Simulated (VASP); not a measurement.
Input of a VASP 6.6.1 run:

Contents of INCAR:

```
SYSTEM = SnO2
PREC = Accurate
ENCUT = 520
EDIFF = 1E-6
ISMEAR = 0
SIGMA = 0.05
LREAL = .FALSE.
LASPH = .TRUE.
NELM = 100
ALGO = Normal
ISIF = 2
LWAVE = .FALSE.
LCHARG = .FALSE.
GGA = PE
NBANDS = 64
```

Contents of KPOINTS:

```
regular mesh
0
G
  6 6 6
  0 0 0
```

File POSCAR:

```
SnO2
1.0
    4.8308049497      0.0000000000      0.0000000000
    0.0000000000      6.0319768138      0.0000000000
    0.0000000000      0.0000000000      5.3502994770
Sn O
4 8
Direct
    0.5000000000      0.6651654909      0.7500000000
    0.0000000000      0.8348345091      0.2500000000
    0.5000000000      0.3348345091      0.2500000000
    0.0000000000      0.1651654909      0.7500000000
    0.7301204267      0.6070551964      0.0781681515
    0.2301204267      0.8929448036      0.9218318485
    0.7698795733      0.8929448036      0.5781681515
    0.2698795733      0.6070551964      0.4218318485
    0.7301204267      0.3929448036      0.5781681515
    0.2301204267      0.1070551964      0.4218318485
    0.7698795733      0.1070551964      0.0781681515
    0.2698795733      0.3929448036      0.9218318485
```

Potentials or basis: VASP PAW PBE potentials, release 64 (Sn_d, O).

Run with:

```sh
$ cat potpaw_PBE.64/Sn_d/POTCAR potpaw_PBE.64/O/POTCAR > POTCAR
$ mpirun -np 1 vasp_std > vasp.out
```

What does it give for the pressure?

-7.7 GPa.

What does it give for the band gap on the k mesh?

0.51 eV, direct.

What does it give for the largest force?

0.114 eV/Å.

Forces in eV/Å, atoms in the order of the input:
```
Sn   0.000 -0.114  0.000
Sn   0.000  0.114  0.000
Sn   0.000  0.114  0.000
Sn   0.000 -0.114  0.000
O   -0.048  0.083  0.015
O   -0.048 -0.083 -0.015
O    0.048 -0.083  0.015
O    0.048  0.083 -0.015
O   -0.048 -0.083  0.015
O   -0.048  0.083 -0.015
O    0.048  0.083  0.015
O    0.048 -0.083 -0.015
```

Caveat: spin-orbit coupling is left out, which moves the levels of the heavy elements. Expect the measured gap to be larger: semilocal functionals such as PBE lack the derivative discontinuity.
